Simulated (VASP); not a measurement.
# Ir (Cmmm) in VASP: further runs

Runs on Ir. Level: PBEsol. Tasks: single point.

Program: VASP 6.6.1. These are calculated values, not measurements. Logs are shortened: lines on timing, memory, paths and dates and some standing lists are left out, and cuts for length are marked.

## Step 1: The cell of the first run

Symmetry: Cmmm, No. 65, orthorhombic system. The conventional cell has a = 2.790 Å, b = 4.265 Å, c = 2.600 Å, α = 90.00°, β = 90.00°, γ = 90.00°. Within 3.4 Å of Ir (site symmetry mmm) lie 8 Ir at 2.55 to 2.79 Å.

## Step 2: Single point, PBEsol

The input, INCAR:

```
SYSTEM = Ir
PREC     = Accurate       ! precision mode
ENCUT    = 520            ! plane-wave cutoff, eV
EDIFF    = 1E-6           ! SCF threshold, eV
ISMEAR   = 0              ! smearing method
SIGMA    = 0.05           ! smearing width, eV
LREAL    = .False.        ! projectors in reciprocal space
LASPH    = .True.         ! aspherical terms in the spheres
NELM     = 60             ! most SCF steps
ALGO     = Normal         ! electronic algorithm
ISIF     = 2              ! what is computed and relaxed
LWAVE    = .False.        ! write WAVECAR
LCHARG   = .False.        ! write CHGCAR
GGA      = PS             ! functional
NBANDS   = 16             ! bands
```

The input, KPOINTS:

```
Automatic mesh
0
Gamma
  2 10 3
  0 0 0
```

The input, POSCAR:

```
Ir
1.0
    4.2651700086      0.0000000000      0.0000000000
    0.0000000000      2.6001192748      0.0000000000
    0.0000000000      0.0000000000      2.7896588449
Ir
2
Direct
    0.2500000000      0.0000000000     -0.2499998817
    0.7500000000      0.0000000000      1.2499998817
```

Potentials or basis: VASP PAW PBE potentials, release 64 (Ir).

The run is started by

```
cat potpaw_PBE.64/Ir/POTCAR > POTCAR
mpirun -np 1 vasp_std > vasp.out
```

OUTCAR:

```text
SYSTEM = Ir
   PREC = Accurate
   ENCUT = 520
   EDIFF = 1E-6
   ISMEAR = 0
   LREAL = .False.
   LASPH = .True.
   NELM = 60
   ISIF = 2
   GGA = PS

 ion  position               nearest neighbor table
   1  0.250  0.000  0.750-   2 2.55   2 2.55   2 2.55   2 2.55
   2  0.750  0.000  0.250-   1 2.55   1 2.55   1 2.55   1 2.55

  LATTYP: Found a simple orthorhombic cell.
 ALAT       =     2.6001192748
 B/A-ratio  =     1.0728964905
 C/A-ratio  =     1.6403747512

  Lattice vectors:

 A1 = (   0.0000000000,   2.6001192748,   0.0000000000)
 A2 = (   0.0000000000,   0.0000000000,   2.7896588449)
 A3 = (   4.2651700086,   0.0000000000,   0.0000000000)

Analysis of symmetry for initial positions (statically):
=====================================================================
 Subroutine PRICEL returns following result:

  LATTYP: Found a base centered orthorhombic cell.
 ALAT       =     2.7896588449
 B/A-ratio  =     1.5289217233
 C/A-ratio  =     0.9320563622

  Lattice vectors:

 A1 = (  -2.1325850043,   0.0000000000,   1.3948287624)
 A2 = (   2.1325850043,   0.0000000000,   1.3948300825)
 A3 = (   0.0000000000,   2.6001192748,   0.0000000000)

   2 primitive cells build up your supercell.

 Routine SETGRP: Setting up the symmetry group for a
 simple orthorhombic supercell.

 Subroutine GETGRP returns: Found  8 space group operations
 (whereof  4 operations were pure point group operations)
 out of a pool of  8 trial point group operations.

The static configuration has the point symmetry C_2h.
 The point group associated with its full space group is D_2h.

Analysis of symmetry for dynamics (positions and initial velocities):
=====================================================================
 Subroutine PRICEL returns following result:

  LATTYP: Found a base centered orthorhombic cell.
 ALAT       =     2.7896588449
 B/A-ratio  =     1.5289217233
 C/A-ratio  =     0.9320563622

  Lattice vectors:

 A1 = (  -2.1325850043,   0.0000000000,   1.3948287624)
 A2 = (   2.1325850043,   0.0000000000,   1.3948300825)
 A3 = (   0.0000000000,   2.6001192748,   0.0000000000)

   2 primitive cells build up your supercell.

 Routine SETGRP: Setting up the symmetry group for a
 simple orthorhombic supercell.

 Subroutine GETGRP returns: Found  8 space group operations
 (whereof  4 operations were pure point group operations)
 out of a pool of  8 trial point group operations.

The dynamic configuration has the point symmetry C_2h.
 The point group associated with its full space group is D_2h.

 Subroutine INISYM returns: Found  8 space group operations
 (whereof  4 operations are pure point group operations),
 and found     2 'primitive' translations

----------------------------------------------------------------------------------------

                                     Primitive cell

  volume of cell :      15.4686

  direct lattice vectors                    reciprocal lattice vectors
    -2.132585004  0.000000000  1.394828762    -0.234457354  0.000000000  0.358466772
     2.132585004  0.000000000  1.394830082     0.234457132  0.000000000  0.358466772
     0.000000000  2.600119275  0.000000000     0.000000000  0.384597741  0.000000000

  length of vectors
     2.548228027  2.548228749  2.600119275     0.428332438  0.428332316  0.384597741

  position of ions in fractional coordinates (direct lattice)
     0.500000000  0.000000000  0.000000000

  ion indices of the primitive-cell ions
   primitive index   ion index
                 1           1

----------------------------------------------------------------------------------------

 KPOINTS: Automatic mesh

Automatic generation of k-mesh.
 Grid dimensions read from file:
 generate k-points for:    2   10    3

 Generating k-lattice:

  Cartesian coordinates                     Fractional coordinates (reciprocal lattice)
     0.117228621  0.000000000  0.000000000     0.500000000  0.000000000  0.000000000
     0.000000000  0.038459774  0.000000000     0.000000000  0.100000000  0.000000000
     0.000000000  0.000000000  0.119488924     0.000000000  0.000000000  0.333333333

  Length of vectors
     0.117228621  0.038459774  0.119488924

  Shift w.r.t. Gamma in fractional coordinates (k-lattice)
     0.000000000  0.000000000  0.000000000

 Subroutine IBZKPT returns following result:
 ===========================================

 Found     24 irreducible k-points:

 Following reciprocal coordinates:
            Coordinates               Weight
  0.000000  0.000000  0.000000      1.000000
  0.500000  0.000000  0.000000      1.000000
  0.000000  0.100000  0.000000      2.000000
  0.500000  0.100000  0.000000      2.000000
  0.000000  0.200000  0.000000      2.000000
  0.500000  0.200000  0.000000      2.000000
[... 16 lines left out ...]
  0.000000  0.500000  0.333333      2.000000
  0.500000  0.500000  0.333333      2.000000
   k-points           NKPTS =     24   k-points in BZ     NKDIM =     24   number of bands    NBANDS=     16
   number of dos      NEDOS =    301   number of ions     NIONS =      2
   total plane-waves  NPLWV =  15360
   dimension x,y,z NGX =    32 NGY =   20 NGZ =   24
   dimension x,y,z NGXF=    64 NGYF=   40 NGZF=   48
   ions per type =               2
   NGX,Y,Z   is equivalent  to a cutoff of  12.47, 12.79, 14.30 a.u.
   NGXF,Y,Z  is equivalent  to a cutoff of  24.95, 25.58, 28.60 a.u.
 SYSTEM =  Ir
   PREC   = accura    normal or accurate (medium, high low for compatibility)
   ISTART =      0    job   : 0-new  1-cont  2-samecut
   ICHARG =      2    charge: 1-file 2-atom 10-const
   ISPIN  =      1    spin polarized calculation?
   LNONCOLLINEAR =      F non collinear calculations
   LSORBIT =      F    spin-orbit coupling
   LASPH  =      T    aspherical Exc in radial PAW
   ENCUT  =  520.0 eV  38.22 Ry    6.18 a.u.   7.93  4.83  5.19*2*pi/ulx,y,z
   NELM   =     60;   NELMIN=  2; NELMDL= -5     # of ELM steps
   EDIFF  = 0.1E-05   stopping-criterion for ELM
   LREAL  =      F    real-space projection
   EDIFFG = 0.1E-04   stopping-criterion for IOM
   NSW    =      0    number of steps for IOM
   IBRION =     -1    ionic relax: 0-MD 1-quasi-New 2-CG
   NFREE  =      0    steps in history (QN), initial steepest desc. (CG)
   ISIF   =      2    stress and relaxation
   ISYM   =      2    0-nonsym 1-usesym 2-fastsym
   POTIM  = 0.5000    time-step for ionic-motion
   TEBEG  =    0.0;   TEEND  =   0.0 temperature during run
   PSTRESS=    0.0 pullay stress
   NELECT =      18.0000    total number of electrons
   NUPDOWN=      -1.0000    fix difference up-down
   EMIN   =  10.00;   EMAX   =-10.00  energy-range for DOS
   EFERMI =   0.00;   METHOD = LEGACY
   ISMEAR =     0;   SIGMA  =   0.05  broadening in eV -4-tet -1-fermi 0-gaus
   EFERMI_NEDOS =   21; number of points for ismear=-14 and -15
   IALGO  =     38    algorithm
   IMIX   =      4    mixing-type and parameters
     AMIX     =   0.40;   BMIX     =  1.00
     AMIX_MAG =   1.60;   BMIX_MAG =  1.00
  volume/ion in A,a.u.               =      15.47       104.39
  Fermi-wavevector in a.u.,A,eV,Ry     =   1.366697  2.582682 25.413770  1.867859
  Thomas-Fermi vector in A             =   2.492814
   LORBIT       =      0    0 simple, 1 ext, 2 COOP (PROOUT), +10 PAW based schemes
   GGA     = PS    functional components
   LHFCALC =     F    Hartree Fock is set to
   AEXX    =    0.0000 exact exchange contribution
   IVDW    =     0    specifies the selected vdW correction
   LEPSILON=     F    determine dielectric tensor
   LRPA    =     F    only Hartree local field effects (RPA)
 non-spin polarized calculation
 Gauss-broadening in eV      SIGMA  =   0.05
  energy-cutoff  :      520.00
  volume of cell :       30.94
 maximum number of plane-waves:       849
 NGX is ok and might be reduce to    32
   NGX = 15   NGY =  9   NGZ = 11

 number of electron      18.0000001 magnetization

 Free energy of the ion-electron system (eV)
  ---------------------------------------------------
  ext. energy  EPLUGINS =         0.00000000
  ---------------------------------------------------
  free energy    TOTEN  =       -18.48092421 eV

  energy without entropy =      -18.47969412  energy(sigma->0) =      -18.48030917

 E-fermi :   8.1500     XC(G=0): -13.4839

 val. band max:        8.0934150482   @ k =   0.5000   0.2000   0.0000
 cond. band min:       8.1881751591   @ k =   0.0000   0.1000   0.0000
 fundamental gap:      0.0947601108
 Fermi energy:         8.1500487901

 k-point     1 :       0.0000    0.0000    0.0000
  band No.  band energies     occupation
      1      -1.4402      2.00000
      2       1.3525      2.00000
      3       2.1773      2.00000
      4       3.7136      2.00000
      5       3.9290      2.00000
      6       6.3598      2.00000
[... 8 lines left out ...]
     15      22.8669      0.00000
     16      23.9504      0.00000

 k-point     2 :       0.5000    0.0000    0.0000
  band No.  band energies     occupation
      1       1.0605      2.00000
      2       1.0605      2.00000
      3       3.1994      2.00000
      4       3.1994      2.00000
      5       5.0104      2.00000
      6       5.0104      2.00000
[... 8 lines left out ...]
     15      24.9777      0.00000
     16      24.9777      0.00000

 k-point     3 :       0.0000    0.1000    0.0000
  band No.  band energies     occupation
      1      -1.1750      2.00000
      2       1.4587      2.00000
      3       2.4657      2.00000
      4       3.9773      2.00000
      5       4.1995      2.00000
      6       5.4590      2.00000
[... 8 lines left out ...]
     15      21.4162      0.00000
     16      24.1677      0.00000
[... 362 lines left out ...]
 k-point    23 :       0.0000    0.5000    0.3333
  band No.  band energies     occupation
      1       3.2049      2.00000
      2       3.3860      2.00000
      3       3.4593      2.00000
      4       3.9823      2.00000
      5       4.3314      2.00000
      6       5.1856      2.00000
[... 8 lines left out ...]
     15      22.7855      0.00000
     16      22.8295      0.00000

 k-point    24 :       0.5000    0.5000    0.3333
  band No.  band energies     occupation
      1       2.1215      2.00000
      2       2.1215      2.00000
      3       2.7823      2.00000
      4       2.7823      2.00000
      5       6.7078      2.00000
      6       6.7078      2.00000
[... 8 lines left out ...]
     15      23.9332      0.00000
     16      23.9336      0.00000

------------------------ aborting loop because EDIFF is reached ----------------------------------------

  FORCE on cell =-STRESS in cart. coord.  units (eV):
  Direction    XX          YY          ZZ          XY          YZ          ZX
  --------------------------------------------------------------------------------------
  -------------------------------------------------------------------------------------
  Total        0.1426375      0.0731628      0.1166595      0.0000000      0.0000000      0.0000000
  in kB        7.3869215      3.7889614      6.0415720      0.0000000      0.0000000      0.0000000
  external PRESSURE =       5.7391516 kB  Pullay stress =       0.0000000 kB

 VOLUME and BASIS-vectors are now :
 -----------------------------------------------------------------------------
  energy-cutoff  :      520.00
  volume of cell :       30.94
      direct lattice vectors                 reciprocal lattice vectors
     4.265170009  0.000000000  0.000000000     0.234457243  0.000000000  0.000000000
     0.000000000  2.600119275  0.000000000     0.000000000  0.384597741  0.000000000
     0.000000000  0.000000000  2.789658845     0.000000000  0.000000000  0.358466772

 POSITION                                       TOTAL-FORCE (eV/Angst)
 -----------------------------------------------------------------------------------
      1.06629      0.00000      2.09224         0.000000      0.000000      0.000000
      3.19888      0.00000      0.69741        -0.000000      0.000000      0.000000
 -----------------------------------------------------------------------------------
    total drift:                                0.000000      0.000015     -0.000028

  FREE ENERGIE OF THE ION-ELECTRON SYSTEM (eV)
  ---------------------------------------------------
  free  energy   TOTEN  =       -18.4809242098 eV

  energy  without entropy=      -18.4796941247  energy(sigma->0) =      -18.48030917
```

It took 4.1 s on 1 thread of Intel Xeon 6975P-C (Granite Rapids), shared host; peak memory 0.14 GiB.

Results:

| Item | Value |
| --- | --- |
| Free energy | -18.4809 eV |
| Pressure | 0.6 GPa |
| Band gap on the k mesh | zero (band 9 reaches 10.91 eV, above the bottom of band 10 at 7.20 eV) |

Caveat: the k points lie up to 0.75 Å⁻¹ apart; the PAW data sets were made with another functional, which shifts forces and pressure a little; spin-orbit coupling is left out, which moves the levels of the heavy elements.

## Step 3: Single point, PBEsol

The input, INCAR:

```
SYSTEM = Ir
PREC     = Accurate       ! precision mode
ENCUT    = 500            ! plane-wave cutoff, eV
EDIFF    = 1E-6           ! SCF threshold, eV
ISMEAR   = 0              ! smearing method
SIGMA    = 0.05           ! smearing width, eV
LREAL    = .False.        ! projectors in reciprocal space
LASPH    = .True.         ! aspherical terms in the spheres
NELM     = 120            ! most SCF steps
ALGO     = Normal         ! electronic algorithm
ISIF     = 2              ! what is computed and relaxed
LWAVE    = .False.        ! write WAVECAR
LCHARG   = .False.        ! write CHGCAR
GGA      = PS             ! functional
NBANDS   = 24             ! bands
GGA_COMPAT= .False.
```

KPOINTS is that of step 2.

POSCAR is that of step 2.

Potentials or basis: VASP PAW PBE potentials, release 64 (Ir_sv_GW).

The run is started by

```
cat potpaw_PBE.64/Ir_sv_GW/POTCAR > POTCAR
mpirun -np 1 vasp_std > vasp.out
```

Wall time 9.8 s (1 thread of Intel Xeon Platinum 8488C (Sapphire Rapids), shared host); peak memory 0.14 GiB.

It converged, with:

```yaml
Free_energy: -19.6244 eV
Pressure: -2.9 GPa
Band_gap_on_the_k_mesh: zero (band 17 reaches 13.20 eV, above the bottom of band 18 at 9.47 eV)
```

Levels at points of the mesh, in eV from the Fermi level:
| k point | band 13 | band 14 | band 15 | band 16 | band 17 | band 18 | band 19 | band 20 | band 21 | band 22 |
| --- | --- | --- | --- | --- | --- | --- | --- | --- | --- | --- |
| (0.00, 0.00, 0.00) | -4.20 | -1.78 | -1.33 | 0.43 | 1.22 | 1.58 | 1.90 | 3.04 | 9.16 | 12.00 |
| (0.50, 0.00, 0.00) | -3.13 | -3.13 | -1.44 | -1.44 | -0.26 | -0.26 | 0.98 | 0.98 | 15.50 | 15.50 |
| (0.00, 0.50, 0.00) | -2.59 | -1.21 | -0.89 | -0.78 | -0.29 | 3.23 | 3.59 | 5.75 | 6.76 | 6.81 |
| (0.50, 0.50, 0.00) | -2.09 | -2.09 | -1.76 | -1.76 | -0.94 | -0.94 | 4.52 | 4.52 | 6.10 | 6.10 |

Caveat: the k points lie up to 0.75 Å⁻¹ apart; the PAW data sets were made with another functional, which shifts forces and pressure a little; spin-orbit coupling is left out, which moves the levels of the heavy elements.
